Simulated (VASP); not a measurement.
# MnO (Pm-3m) in VASP: a series of runs

Runs on MnO. Level: LDA+U. Tasks: single point.

Everything below comes from runs of VASP 6.6.1. Logs are shortened: lines on timing, memory, paths and dates and some standing lists are left out, and cuts for length are marked.

### Step 1. The cell of the first run

The structure is cubic, space group Pm-3m (No. 221). Conventional cell: a = 2.672 Å, b = 2.672 Å, c = 2.672 Å, α = 90.00°, β = 90.00°, γ = 90.00°. Within 3.1 Å of Mn (site symmetry m-3m) lie 8 O at 2.31 Å and 6 Mn at 2.67 Å. Within 3.1 Å of O (site symmetry m-3m) lie 8 Mn at 2.31 Å and 6 O at 2.67 Å.

### Step 2. Single point, LDA+U, collinear spin, ferromagnetic start

Input file INCAR:

```
SYSTEM = MnO
PREC = Accurate ; ENCUT = 700
EDIFF = 1E-6 ; ISMEAR = 0
SIGMA = 0.05 ; LREAL = .False.
LASPH = .True. ; NELM = 200
ALGO = Normal ; ISIF = 2
LWAVE = .False. ; LCHARG = .False.
ISPIN = 2 ; MAGMOM = 4.79 4.79 0.21 0.21
LORBIT = 11 ; LMAXMIX = 4
LDAU = .True. ; LDAUTYPE = 2
LDAUL = 2 -1 ; LDAUU = 6 0
LDAUJ = 0 0 ; LDAUPRINT = 1
NBANDS = 33 ; GGA_COMPAT = .False.
```

Input file KPOINTS:

```
Automatic mesh
0
Gamma
  7 7 7
  0 0 0
```

Input file POSCAR:

```
MnO
1.0
    2.6723886600      0.0000000000      2.6723886600
    0.0000000000      2.6723886600      2.6723886600
    0.0000000000      0.0000000000      5.3447773200
Mn O
2 2
Direct
    0.0000000000      0.0000000000      0.0000000000
    0.0000000000      0.0000000000      0.5000000000
    0.5000000000      0.5000000000      0.7500000000
    0.5000000000      0.5000000000      0.2500000000
```

Potentials or basis: VASP PAW LDA potentials, release 64 (Mn_sv, O).

Launch:

```console
> cat potpaw_LDA.64/Mn_sv/POTCAR potpaw_LDA.64/O/POTCAR > POTCAR
> mpirun -np 1 vasp_std > vasp.out
```

OUTCAR:

```text
SYSTEM = MnO
   PREC = Accurate
   ENCUT = 700
   EDIFF = 1E-6
   ISMEAR = 0
   LREAL = .False.
   LASPH = .True.
   NELM = 200
   ISIF = 2
   ISPIN = 2
   LORBIT = 11

 ion  position               nearest neighbor table
   1  0.000  0.000  0.000-   3 2.31   3 2.31   4 2.31   3 2.31   4 2.31   4 2.31   3 2.31   4 2.31
                             2 2.67   2 2.67   2 2.67   2 2.67   2 2.67   2 2.67
   2  0.000  0.000  0.500-   4 2.31   3 2.31   4 2.31   3 2.31   4 2.31   3 2.31   4 2.31   3 2.31
                             1 2.67   1 2.67   1 2.67   1 2.67   1 2.67   1 2.67
   3  0.500  0.500  0.750-   2 2.31   1 2.31   2 2.31   1 2.31   2 2.31   1 2.31   2 2.31   1 2.31

   4  0.500  0.500  0.250-   1 2.31   1 2.31   2 2.31   1 2.31   2 2.31   2 2.31   1 2.31   2 2.31

  LATTYP: Found a face centered cubic cell.
 ALAT       =     5.3447773200

  Lattice vectors:

 A1 = (   2.6723886600,  -2.6723886600,   0.0000000000)
 A2 = (   2.6723886600,   0.0000000000,   2.6723886600)
 A3 = (   0.0000000000,  -2.6723886600,   2.6723886600)

Analysis of symmetry for initial positions (statically):
=====================================================================
 Subroutine PRICEL returns following result:

  LATTYP: Found a simple cubic cell.
 ALAT       =     2.6723886600
[... 12 lines left out ...]
 Subroutine GETGRP returns: Found 48 space group operations
 (whereof 48 operations were pure point group operations)
 out of a pool of 48 trial point group operations.

The static configuration has the point symmetry O_h .

Analysis of symmetry for dynamics (positions and initial velocities):
=====================================================================
 Subroutine PRICEL returns following result:

  LATTYP: Found a simple cubic cell.
 ALAT       =     2.6723886600
[... 12 lines left out ...]
 Subroutine GETGRP returns: Found 48 space group operations
 (whereof 48 operations were pure point group operations)
 out of a pool of 48 trial point group operations.

The dynamic configuration has the point symmetry O_h .

Analysis of structural, dynamic, and magnetic symmetry:
=====================================================================
 Subroutine PRICEL returns following result:

  LATTYP: Found a simple cubic cell.
 ALAT       =     2.6723886600
[... 12 lines left out ...]
 Subroutine GETGRP returns: Found 48 space group operations
 (whereof 48 operations were pure point group operations)
 out of a pool of 48 trial point group operations.

The overall configuration has the point symmetry O_h .

 Subroutine INISYM returns: Found 48 space group operations
 (whereof 48 operations are pure point group operations),
 and found     2 'primitive' translations

----------------------------------------------------------------------------------------

                                     Primitive cell

  volume of cell :      19.0853

  direct lattice vectors                    reciprocal lattice vectors
     0.000000000 -2.672388660  0.000000000     0.000000000 -0.374197068  0.000000000
     2.672388660  0.000000000  0.000000000     0.374197068  0.000000000  0.000000000
     0.000000000  0.000000000  2.672388660     0.000000000  0.000000000  0.374197068

  length of vectors
     2.672388660  2.672388660  2.672388660     0.374197068  0.374197068  0.374197068

  position of ions in fractional coordinates (direct lattice)
     0.000000000  0.000000000  0.000000000
     0.500000000  0.500000000  0.500000000

  ion indices of the primitive-cell ions
   primitive index   ion index
                 1           1
                 2           3

[... 136 lines left out ...]
  o =  0.0420  v =  0.0000  0.0000  0.0000  0.0000  0.0000  0.0063  1.0000 -0.0000 -0.0050  0.0000      0.0000  0.0000  0.0000  0.0000  0.0000  0.0000  0.0000  0.0000  0.0000  0.0000
  o =  0.0420  v =  0.0000  0.0000  0.0000  0.0000  0.0000 -0.0048  0.0050  0.0000  1.0000 -0.0000      0.0000  0.0000  0.0000  0.0000  0.0000  0.0000  0.0000  0.0000  0.0000  0.0000
  o =  0.9155  v =  0.0000 -0.0000  0.9827  0.0000  0.1851  0.0000  0.0000  0.0000  0.0000  0.0000      0.0000  0.0000  0.0000  0.0000  0.0000  0.0000  0.0000  0.0000  0.0000  0.0000
  o =  0.9155  v =  0.0000  0.0000 -0.1851 -0.0000  0.9827  0.0000  0.0000  0.0000  0.0000  0.0000      0.0000  0.0000  0.0000  0.0000  0.0000  0.0000  0.0000  0.0000  0.0000  0.0000
  o =  0.9504  v =  0.0000 -0.2254 -0.0000  0.9743  0.0000  0.0000  0.0000  0.0000  0.0000  0.0000      0.0000  0.0000  0.0000  0.0000  0.0000  0.0000  0.0000  0.0000  0.0000  0.0000
  o =  0.9504  v =  1.0000  0.0000  0.0000  0.0000  0.0000  0.0000  0.0000  0.0000  0.0000  0.0000      0.0000  0.0000  0.0000  0.0000  0.0000  0.0000  0.0000  0.0000  0.0000  0.0000
  o =  0.9504  v =  0.0000  0.9743  0.0000  0.2254  0.0000  0.0000  0.0000  0.0000  0.0000  0.0000      0.0000  0.0000  0.0000  0.0000  0.0000  0.0000  0.0000  0.0000  0.0000  0.0000

atom =   2  type =  1  l = 2

 onsite density matrix

spin component  1

  0.9504 -0.0000 -0.0000 -0.0000 -0.0000
 -0.0000  0.9504  0.0000 -0.0000  0.0000
 -0.0000  0.0000  0.9155  0.0000 -0.0000
 -0.0000 -0.0000  0.0000  0.9504  0.0000
 -0.0000  0.0000 -0.0000  0.0000  0.9155

spin component  2

  0.0420  0.0000  0.0000  0.0000 -0.0000
  0.0000  0.0420 -0.0000  0.0000 -0.0000
  0.0000 -0.0000  0.0127 -0.0000  0.0000
  0.0000  0.0000 -0.0000  0.0420 -0.0000
 -0.0000 -0.0000  0.0000 -0.0000  0.0127

 occupancies and eigenvectors

  o =  0.0127  v =  0.0000  0.0000  0.0000  0.0000  0.0000  0.0000  0.0000 -0.0430  0.0000  0.9991      0.0000  0.0000  0.0000  0.0000  0.0000  0.0000  0.0000  0.0000  0.0000  0.0000
  o =  0.0127  v =  0.0000  0.0000  0.0000  0.0000  0.0000 -0.0000  0.0000  0.9991  0.0000  0.0430      0.0000  0.0000  0.0000  0.0000  0.0000  0.0000  0.0000  0.0000  0.0000  0.0000
  o =  0.0420  v =  0.0000  0.0000  0.0000  0.0000  0.0000 -0.9999  0.0147 -0.0000  0.0024  0.0000      0.0000  0.0000  0.0000  0.0000  0.0000  0.0000  0.0000  0.0000  0.0000  0.0000
  o =  0.0420  v =  0.0000  0.0000  0.0000  0.0000  0.0000 -0.0147 -0.9999  0.0000  0.0064  0.0000      0.0000  0.0000  0.0000  0.0000  0.0000  0.0000  0.0000  0.0000  0.0000  0.0000
  o =  0.0420  v =  0.0000  0.0000  0.0000  0.0000  0.0000 -0.0025 -0.0063  0.0000 -1.0000  0.0000      0.0000  0.0000  0.0000  0.0000  0.0000  0.0000  0.0000  0.0000  0.0000  0.0000
  o =  0.9155  v =  0.0000  0.0000  0.9958  0.0000  0.0911  0.0000  0.0000  0.0000  0.0000  0.0000      0.0000  0.0000  0.0000  0.0000  0.0000  0.0000  0.0000  0.0000  0.0000  0.0000
  o =  0.9155  v =  0.0000 -0.0000 -0.0911 -0.0000  0.9958  0.0000  0.0000  0.0000  0.0000  0.0000      0.0000  0.0000  0.0000  0.0000  0.0000  0.0000  0.0000  0.0000  0.0000  0.0000
  o =  0.9504  v =  0.0000 -0.0904  0.0000 -0.9959  0.0000  0.0000  0.0000  0.0000  0.0000  0.0000      0.0000  0.0000  0.0000  0.0000  0.0000  0.0000  0.0000  0.0000  0.0000  0.0000
  o =  0.9504  v =  0.0000  0.9959 -0.0000 -0.0904  0.0000  0.0000  0.0000  0.0000  0.0000  0.0000      0.0000  0.0000  0.0000  0.0000  0.0000  0.0000  0.0000  0.0000  0.0000  0.0000
  o =  0.9504  v =  1.0000  0.0000  0.0000  0.0000  0.0000  0.0000  0.0000  0.0000  0.0000  0.0000      0.0000  0.0000  0.0000  0.0000  0.0000  0.0000  0.0000  0.0000  0.0000  0.0000

 number of electron      41.9999994 magnetization       9.9999998

 Free energy of the ion-electron system (eV)
  ---------------------------------------------------
  ext. energy  EPLUGINS =         0.00000000
  ---------------------------------------------------
  free energy    TOTEN  =       -29.49575108 eV

  energy without entropy =      -29.49575108  energy(sigma->0) =      -29.49575108

 E-fermi :   9.9222     XC(G=0): -13.3101

 val. band max:        9.5931804651   @ k =   0.4286   0.4286   0.0000
 cond. band min:      10.6107049674   @ k =   0.0000   0.0000   0.0000
 fundamental gap:      1.0175245023
 Fermi energy:         9.9221533783

 spin component 1

 k-point     1 :       0.0000    0.0000    0.0000
  band No.  band energies     occupation
      1     -70.3954      1.00000
      2     -70.3320      1.00000
      3     -39.6899      1.00000
      4     -39.6899      1.00000
      5     -39.6899      1.00000
      6     -39.5377      1.00000
[... 709 lines left out ...]
     32      22.1697      0.00000
     33      25.9146      0.00000
 Fermi energy:         9.9221533783

 spin component 2

 k-point     1 :       0.0000    0.0000    0.0000
  band No.  band energies     occupation
      1     -65.7318      1.00000
      2     -65.6594      1.00000
      3     -35.1544      1.00000
      4     -35.1544      1.00000
      5     -35.1544      1.00000
      6     -34.9788      1.00000
[... 709 lines left out ...]
     32      24.9231      0.00000
     33      27.6404      0.00000

------------------------ aborting loop because EDIFF is reached ----------------------------------------

  FORCE on cell =-STRESS in cart. coord.  units (eV):
  Direction    XX          YY          ZZ          XY          YZ          ZX
  --------------------------------------------------------------------------------------
  -------------------------------------------------------------------------------------
  Total        2.0158852      2.0158852      2.0158852      0.0000000      0.0000000     -0.0000000
  in kB       84.6150311     84.6150311     84.6150311      0.0000000      0.0000000     -0.0000000
  external PRESSURE =      84.6150311 kB  Pullay stress =       0.0000000 kB

 VOLUME and BASIS-vectors are now :
 -----------------------------------------------------------------------------
  energy-cutoff  :      700.00
  volume of cell :       38.17
      direct lattice vectors                 reciprocal lattice vectors
     2.672388660  0.000000000  2.672388660     0.374197068  0.000000000  0.000000000
     0.000000000  2.672388660  2.672388660     0.000000000  0.374197068  0.000000000
     0.000000000  0.000000000  5.344777320    -0.187098534 -0.187098534  0.187098534

 POSITION                                       TOTAL-FORCE (eV/Angst)
 -----------------------------------------------------------------------------------
      0.00000      0.00000      0.00000        -0.000000      0.000000      0.000000
      0.00000      0.00000      2.67239         0.000000     -0.000000     -0.000000
      1.33619      1.33619      6.68097        -0.000000      0.000000      0.000000
      1.33619      1.33619      4.00858        -0.000000      0.000000     -0.000000
 -----------------------------------------------------------------------------------
    total drift:                                0.000000     -0.000000      0.000000

  FREE ENERGIE OF THE ION-ELECTRON SYSTEM (eV)
  ---------------------------------------------------
  free  energy   TOTEN  =       -29.4957510767 eV

  energy  without entropy=      -29.4957510767  energy(sigma->0) =      -29.49575108

 total charge

# of ion       s       p       d       tot
------------------------------------------
    1        2.127   6.019   4.807  12.954
    2        2.127   6.019   4.807  12.954
    3        1.548   3.438   0.000   4.986
    4        1.548   3.438   0.000   4.986
--------------------------------------------------
tot          7.351  18.914   9.614  35.880

 magnetization (x)

# of ion       s       p       d       tot
------------------------------------------
    1        0.018   0.018   4.509   4.545
    2        0.018   0.018   4.509   4.545
    3        0.022   0.160   0.000   0.183
    4        0.022   0.160   0.000   0.183
--------------------------------------------------
tot          0.080   0.356   9.019   9.456
```

Run time: 77 s. Hardware: 1 thread of Intel Xeon Platinum 8488C (Sapphire Rapids), shared host; peak memory 0.24 GiB.

What came out:

```yaml
Free_energy: -29.4958 eV
Pressure: 8.5 GPa
Band_gap_on_the_k_mesh: 1.02 eV
Net_moment: 10.00 μB per cell
Site_moments: Mn +4.54; O +0.18 μB
Valence_electrons_inside_the_program's_atomic_spheres: Mn 12.95; O 4.99
```

Levels at points of the mesh, in eV from the valence-band top:
Spin up:
```
           k point  band 23  band 24  band 25  band 26  band 27  band 28  band 29  band 30
(0.00, 0.00, 0.00)    -1.99    -0.27    -0.27    -0.27     1.02     6.67     6.67     6.67
```
Spin down:
| k point | band 13 | band 14 | band 15 | band 16 | band 17 | band 18 | band 19 | band 20 |
| --- | --- | --- | --- | --- | --- | --- | --- | --- |
| (0.00, 0.00, 0.00) | -5.00 | -1.54 | -1.54 | -1.54 | 1.65 | 1.65 | 2.41 | 5.71 |

Eigenvalues of the final occupation matrices:
| site | spin | trace | eigenvalues |
| --- | --- | --- | --- |
| site 1 d | 1 | 4.68 | 0.92 0.92 0.95 0.95 0.95 |
| site 1 d | 2 | 0.15 | 0.01 0.01 0.04 0.04 0.04 |
| site 2 d | 1 | 4.68 | 0.92 0.92 0.95 0.95 0.95 |
| site 2 d | 2 | 0.15 | 0.01 0.01 0.04 0.04 0.04 |

Caveat: the cell stands under pressure; an odd mesh through Γ misses points on the zone boundary, where band edges can lie; the run started ferromagnetic, and an antiferromagnetic order may lie lower in energy.

### Step 3. Single point, LDA+U, collinear spin, ferromagnetic start

Input file INCAR:

```
PREC = Accurate
ENCUT = 700
EDIFF = 1E-6
ISMEAR = 0
SIGMA = 0.05
LREAL = F
LASPH = T
NELM = 200
ALGO = Normal
ISIF = 2
LWAVE = F
LCHARG = T
ISPIN = 2
MAGMOM = 4.85 4.85 0.6 0.6
LORBIT = 11
NUPDOWN = 11.0
LMAXMIX = 4
LDAU = T
LDAUTYPE = 2
LDAUL = 2 -1
LDAUU = 6 0
LDAUJ = 0 0
LDAUPRINT = 1
GGA = CA
LELF = T
LVHAR = T
NBANDS = 33
GGA_COMPAT = F
```

Input file KPOINTS:

```
Automatic mesh
0
Gamma
  7 7 7
```

POSCAR is that of step 2.

Potentials or basis: VASP PAW LDA potentials, release 64 (Mn_sv, O).

Launch:

```console
> cat potpaw_LDA.64/Mn_sv/POTCAR potpaw_LDA.64/O/POTCAR > POTCAR
> mpirun -np 1 vasp_std > vasp.out
```

OUTCAR:

```text
PREC = Accurate
   ENCUT = 700
   EDIFF = 1E-6
   ISMEAR = 0
   LREAL = F
   LASPH = T
   NELM = 200
   ISIF = 2
   ISPIN = 2
   LORBIT = 11
   NUPDOWN = 11.0
   GGA = CA

 ion  position               nearest neighbor table
   1  0.000  0.000  0.000-   3 2.31   3 2.31   4 2.31   3 2.31   4 2.31   4 2.31   3 2.31   4 2.31
                             2 2.67   2 2.67   2 2.67   2 2.67   2 2.67   2 2.67
   2  0.000  0.000  0.500-   4 2.31   3 2.31   4 2.31   3 2.31   4 2.31   3 2.31   4 2.31   3 2.31
                             1 2.67   1 2.67   1 2.67   1 2.67   1 2.67   1 2.67
   3  0.500  0.500  0.750-   2 2.31   1 2.31   2 2.31   1 2.31   2 2.31   1 2.31   2 2.31   1 2.31

   4  0.500  0.500  0.250-   1 2.31   1 2.31   2 2.31   1 2.31   2 2.31   2 2.31   1 2.31   2 2.31

  LATTYP: Found a face centered cubic cell.
 ALAT       =     5.3447773200

  Lattice vectors:

 A1 = (   2.6723886600,  -2.6723886600,   0.0000000000)
 A2 = (   2.6723886600,   0.0000000000,   2.6723886600)
 A3 = (   0.0000000000,  -2.6723886600,   2.6723886600)

Analysis of symmetry for initial positions (statically):
=====================================================================
 Subroutine PRICEL returns following result:

  LATTYP: Found a simple cubic cell.
 ALAT       =     2.6723886600
[... 12 lines left out ...]
 Subroutine GETGRP returns: Found 48 space group operations
 (whereof 48 operations were pure point group operations)
 out of a pool of 48 trial point group operations.

The static configuration has the point symmetry O_h .

Analysis of symmetry for dynamics (positions and initial velocities):
=====================================================================
 Subroutine PRICEL returns following result:

  LATTYP: Found a simple cubic cell.
 ALAT       =     2.6723886600
[... 250 lines left out ...]
  free energy    TOTEN  =       -26.66708502 eV

  energy without entropy =      -26.66322959  energy(sigma->0) =      -26.66515731

 E-fermi :   8.0021     XC(G=0): -13.3214

 val. band max:       14.8730200620   @ k =   0.0000   0.0000   0.4286
 cond. band min:       8.0203239022   @ k =   0.1429   0.0000   0.0000
 fundamental gap:     -6.8526961599
 Fermi energy:        14.9971443334

 spin component 1

 k-point     1 :       0.0000    0.0000    0.0000
  band No.  band energies     occupation
      1     -70.2972      1.00000
      2     -70.2335      1.00000
      3     -39.5926      1.00000
      4     -39.5926      1.00000
      5     -39.5926      1.00000
      6     -39.4395      1.00000
[... 709 lines left out ...]
     32      22.0182      0.00000
     33      25.7881      0.00000
 Fermi energy:         8.0020949753

 spin component 2

 k-point     1 :       0.0000    0.0000    0.0000
  band No.  band energies     occupation
      1     -65.6056      1.00000
      2     -65.5332      1.00000
      3     -35.0242      1.00000
      4     -35.0242      1.00000
      5     -35.0242      1.00000
      6     -34.8490      1.00000
[... 709 lines left out ...]
     32      25.0140      0.00000
     33      27.7183      0.00000

------------------------ aborting loop because EDIFF is reached ----------------------------------------

  FORCE on cell =-STRESS in cart. coord.  units (eV):
  Direction    XX          YY          ZZ          XY          YZ          ZX
  --------------------------------------------------------------------------------------
  -------------------------------------------------------------------------------------
  Total        7.1057329      7.1057329      7.1057329      0.0000000      0.0000000      0.0000000
  in kB      298.2569717    298.2569717    298.2569717      0.0000000      0.0000000      0.0000000
  external PRESSURE =     298.2569717 kB  Pullay stress =       0.0000000 kB

 VOLUME and BASIS-vectors are now :
 -----------------------------------------------------------------------------
  energy-cutoff  :      700.00
  volume of cell :       38.17
      direct lattice vectors                 reciprocal lattice vectors
     2.672388660  0.000000000  2.672388660     0.374197068  0.000000000  0.000000000
     0.000000000  2.672388660  2.672388660     0.000000000  0.374197068  0.000000000
     0.000000000  0.000000000  5.344777320    -0.187098534 -0.187098534  0.187098534

 POSITION                                       TOTAL-FORCE (eV/Angst)
 -----------------------------------------------------------------------------------
      0.00000      0.00000      0.00000         0.000000      0.000000     -0.000000
      0.00000      0.00000      2.67239        -0.000000      0.000000      0.000000
      1.33619      1.33619      6.68097         0.000000      0.000000      0.000000
      1.33619      1.33619      4.00858        -0.000000     -0.000000     -0.000000
 -----------------------------------------------------------------------------------
    total drift:                                0.000000     -0.000000      0.000000

  FREE ENERGIE OF THE ION-ELECTRON SYSTEM (eV)
  ---------------------------------------------------
  free  energy   TOTEN  =       -26.6670850231 eV

  energy  without entropy=      -26.6632295890  energy(sigma->0) =      -26.66515731

 total charge

# of ion       s       p       d       tot
------------------------------------------
    1        2.170   6.022   4.782  12.975
    2        2.170   6.022   4.782  12.975
    3        1.582   3.376   0.000   4.957
    4        1.582   3.376   0.000   4.957
--------------------------------------------------
tot          7.503  18.796   9.565  35.865

 magnetization (x)

# of ion       s       p       d       tot
------------------------------------------
    1        0.062   0.024   4.518   4.605
    2        0.062   0.024   4.518   4.605
    3        0.055   0.432   0.000   0.487
    4        0.055   0.432   0.000   0.487
--------------------------------------------------
tot          0.234   0.913   9.037  10.183
```

Run time: 1.8 min. Hardware: 1 thread of Intel Xeon Platinum 8375C at 2.90GHz (Ice Lake), shared host; peak memory 0.24 GiB.

What came out:

* Free energy: -26.6671 eV
* Pressure: 29.8 GPa
* Net moment: 11.00 μB per cell
* Site moments: Mn +4.61; O +0.49 μB
* Valence electrons inside the program's atomic spheres: Mn 12.97; O 4.96

Eigenvalues of the final occupation matrices:
| site | spin | trace | eigenvalues |
| --- | --- | --- | --- |
| site 1 d | 1 | 4.67 | 0.91 0.91 0.95 0.95 0.95 |
| site 1 d | 2 | 0.13 | 0.01 0.01 0.04 0.04 0.04 |
| site 2 d | 1 | 4.67 | 0.91 0.91 0.95 0.95 0.95 |
| site 2 d | 2 | 0.13 | 0.01 0.01 0.04 0.04 0.04 |

Caveat: the cell stands under pressure; the total moment is fixed, so each spin has its own Fermi level and the state may be an excited one; the run started ferromagnetic, and an antiferromagnetic order may lie lower in energy. The state reached can hang on the start; a lower one may exist.
